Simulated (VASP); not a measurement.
# CdF2 (I4/mmm) in VASP: notebook, part 2 of 2

VASP 6.6.1.

**4. Single point, PBE (engineering shear strain xy +0.0000, normal strain along z +0.0400)**

INCAR reads:

```
ALGO     = Normal         # electronic algorithm
EDIFF    = 1E-6           # SCF threshold, eV
ENCUT    = 520            # plane-wave cutoff, eV
GGA      = PE             # functional
ISIF     = 2              # what is computed and relaxed
ISMEAR   = 0              # smearing method
LASPH    = True           # aspherical terms in the spheres
LCHARG   = True           # write CHGCAR
LELF     = True           # ELF
LREAL    = False          # projectors in reciprocal space
LVHAR    = True         
LWAVE    = False          # write WAVECAR
NBANDS   = 20             # bands
NELM     = 80             # most SCF steps
PREC     = Accurate       # precision mode
SIGMA    = 0.05           # smearing width, eV
```

KPOINTS reads:

```
k-points
0
Gamma
  8 8 8
```

POSCAR reads:

```
CdF2
1.0
    0.0000000000      2.7402705265      2.8498813476
    2.7402705265      0.0000000000      2.8498813476
    2.7402705265      2.7402705265      0.0000000000
Cd F
1 2
Direct
    0.0000000000      0.0000000000      0.0000000000
    0.2500000000      0.2500000000      0.2500000000
    0.7500000000      0.7500000000      0.7500000000
```

Potentials or basis: VASP PAW PBE potentials, release 64 (Cd, F).

On the command line:

```sh
cat potpaw_PBE.64/Cd/POTCAR potpaw_PBE.64/F/POTCAR > POTCAR
mpirun -np 1 vasp_std > vasp.out
```

OUTCAR:

```text
EDIFF = 1E-6
   ENCUT = 520
   GGA = PE
   ISIF = 2
   ISMEAR = 0
   LASPH = True
   LREAL = False
   NELM = 80
   PREC = Accurate

 ion  position               nearest neighbor table
   1  0.000  0.000  0.000-   3 2.41   3 2.41   3 2.41   2 2.41   3 2.41   2 2.41   2 2.41   2 2.41

   2  0.250  0.250  0.250-   1 2.41   1 2.41   1 2.41   1 2.41
   3  0.750  0.750  0.750-   1 2.41   1 2.41   1 2.41   1 2.41

  LATTYP: Found a body centered tetragonal cell.
 ALAT       =     3.8753277431
 C/A-ratio  =     1.4707821049

  Lattice vectors:

 A1 = (  -2.7402705265,   0.0000000000,   2.8498813476)
 A2 = (   2.7402705265,   0.0000000000,   2.8498813476)
 A3 = (   0.0000000000,   2.7402705265,  -2.8498813476)

Analysis of symmetry for initial positions (statically):
=====================================================================
 Subroutine PRICEL returns:
 Original cell was already a primitive cell.

 Routine SETGRP: Setting up the symmetry group for a
 body centered tetragonal supercell.

 Subroutine GETGRP returns: Found 16 space group operations
 (whereof 16 operations were pure point group operations)
 out of a pool of 16 trial point group operations.

The static configuration has the point symmetry D_4h.

Analysis of symmetry for dynamics (positions and initial velocities):
=====================================================================
 Subroutine PRICEL returns:
 Original cell was already a primitive cell.

 Routine SETGRP: Setting up the symmetry group for a
 body centered tetragonal supercell.

 Subroutine GETGRP returns: Found 16 space group operations
 (whereof 16 operations were pure point group operations)
 out of a pool of 16 trial point group operations.

The dynamic configuration has the point symmetry D_4h.

 Subroutine INISYM returns: Found 16 space group operations
[... 114 lines left out ...]
   ISMEAR =     0;   SIGMA  =   0.05  broadening in eV -4-tet -1-fermi 0-gaus
   EFERMI_NEDOS =   21; number of points for ismear=-14 and -15
   IALGO  =     38    algorithm
   IMIX   =      4    mixing-type and parameters
     AMIX     =   0.40;   BMIX     =  1.00
     AMIX_MAG =   1.60;   BMIX_MAG =  1.00
  volume/ion in A,a.u.               =      14.27        96.28
  Fermi-wavevector in a.u.,A,eV,Ry     =   1.386494  2.620094 26.155380  1.922366
  Thomas-Fermi vector in A             =   2.510805
   LORBIT       =      0    0 simple, 1 ext, 2 COOP (PROOUT), +10 PAW based schemes
   GGA     = PE    functional components
   LHFCALC =     F    Hartree Fock is set to
   AEXX    =    0.0000 exact exchange contribution
   IVDW    =     0    specifies the selected vdW correction
   LEPSILON=     F    determine dielectric tensor
   LRPA    =     F    only Hartree local field effects (RPA)
 non-spin polarized calculation
 Gauss-broadening in eV      SIGMA  =   0.05
  energy-cutoff  :      520.00
  volume of cell :       42.80
 maximum number of plane-waves:      1171
 NGX is ok and might be reduce to    30
   NGX = 15   NGY = 15   NGZ = 15

 number of electron      26.0000008 magnetization

 Free energy of the ion-electron system (eV)
  ---------------------------------------------------
  ext. energy  EPLUGINS =         0.00000000
  ---------------------------------------------------
  free energy    TOTEN  =       -10.88190751 eV

  energy without entropy =      -10.88190751  energy(sigma->0) =      -10.88190751

 E-fermi :  -1.6743     XC(G=0):  -9.9310

 val. band max:       -1.8960660217   @ k =  -0.2500   0.2500   0.5000
 cond. band min:       0.7946462397   @ k =   0.0000   0.0000   0.0000
 fundamental gap:      2.6907122615
 Fermi energy:        -1.6742666337

 k-point     1 :       0.0000    0.0000    0.0000
  band No.  band energies     occupation
      1     -22.2878      2.00000
      2     -21.4057      2.00000
      3      -7.3721      2.00000
      4      -7.3433      2.00000
      5      -7.3433      2.00000
      6      -6.5102      2.00000
[... 541 lines left out ...]
     19      16.4637      0.00000
     20      18.1798      0.00000

 [... further k-points ...]

------------------------ aborting loop because EDIFF is reached ----------------------------------------

  FORCE on cell =-STRESS in cart. coord.  units (eV):
  Direction    XX          YY          ZZ          XY          YZ          ZX
  --------------------------------------------------------------------------------------
  -------------------------------------------------------------------------------------
  Total       -0.4211525     -0.4211525     -1.4790777      0.0000000     -0.0000000     -0.0000000
  in kB      -15.7654489    -15.7654489    -55.3678821      0.0000000     -0.0000000     -0.0000000
  external PRESSURE =     -28.9662600 kB  Pullay stress =       0.0000000 kB

 VOLUME and BASIS-vectors are now :
 -----------------------------------------------------------------------------
  energy-cutoff  :      520.00
  volume of cell :       42.80
      direct lattice vectors                 reciprocal lattice vectors
     0.000000000  2.740270526  2.849881348    -0.182463737  0.182463737  0.175445901
     2.740270526  0.000000000  2.849881348     0.182463737 -0.182463737  0.175445901
     2.740270526  2.740270526  0.000000000     0.182463737  0.182463737 -0.175445901

 POSITION                                       TOTAL-FORCE (eV/Angst)
 -----------------------------------------------------------------------------------
      0.00000      0.00000      0.00000        -0.000000      0.000000      0.000000
      1.37014      1.37014      1.42494         0.000000     -0.000000     -0.000000
      4.11041      4.11041      4.27482         0.000000     -0.000000      0.000000
 -----------------------------------------------------------------------------------
    total drift:                                0.000000     -0.000000      0.000000

  FREE ENERGIE OF THE ION-ELECTRON SYSTEM (eV)
  ---------------------------------------------------
  free  energy   TOTEN  =       -10.8819075077 eV

  energy  without entropy=      -10.8819075077  energy(sigma->0) =      -10.88190751
```

Wall time 32 s (1 thread of Intel Xeon Platinum 8488C (Sapphire Rapids), shared host); peak memory 0.19 GiB.

Results:

```
Free energy            : -10.8819 eV
Pressure               : -2.9 GPa
Band gap on the k mesh : 2.69 eV (least direct gap 3.27 eV)
```

Levels at points of the mesh, in eV from the valence-band top:
```
           k point  band 9  band 10  band 11  band 12  band 13  band 14  band 15  band 16  band 17  band 18
(0.00, 0.00, 0.00)   -0.71    -0.71    -0.68    -0.68    -0.57     2.69    12.17    12.17    12.30    16.77
(0.50, 0.00, 0.00)   -1.95    -1.61    -1.52    -0.50    -0.48     6.44     8.77    13.55    13.79    17.30
(0.50, 0.50, 0.00)   -2.51    -2.51    -0.51    -0.08    -0.08     7.23     9.18    11.71    13.54    13.54
(0.50, 0.00, 0.50)   -2.63    -2.53    -0.32    -0.20    -0.06     7.20     9.07    11.67    13.15    13.59
```

Caveat: the cell differs from its parent crystal (engineering shear strain xy +0.0000, normal strain along z +0.0400).

**5. The runs side by side**

| cell | gap on the mesh (eV) | pressure (GPa) |
| --- | --- | --- |
| a = 3.901, b = 3.901, c = 3.875 Å, angles 60.2, 60.2, 59.6°, 3 atoms | 2.83 | -0.7 |
| a = 3.927, b = 3.927, c = 3.875 Å, angles 60.4, 60.4, 59.1°, 3 atoms | 2.76 | -1.8 |
| a = 3.954, b = 3.954, c = 3.875 Å, angles 60.7, 60.7, 58.7°, 3 atoms | 2.69 | -2.9 |

Alike in all rows: task single point; level PBE; potentials or basis VASP PAW PBE potentials, release 64 (Cd, F); no spin polarisation; k mesh 8 × 8 × 8; cutoff (eV) 520; smearing gaussian 0.05 eV.

Absolute energies hang on the potentials; compare differences alone.
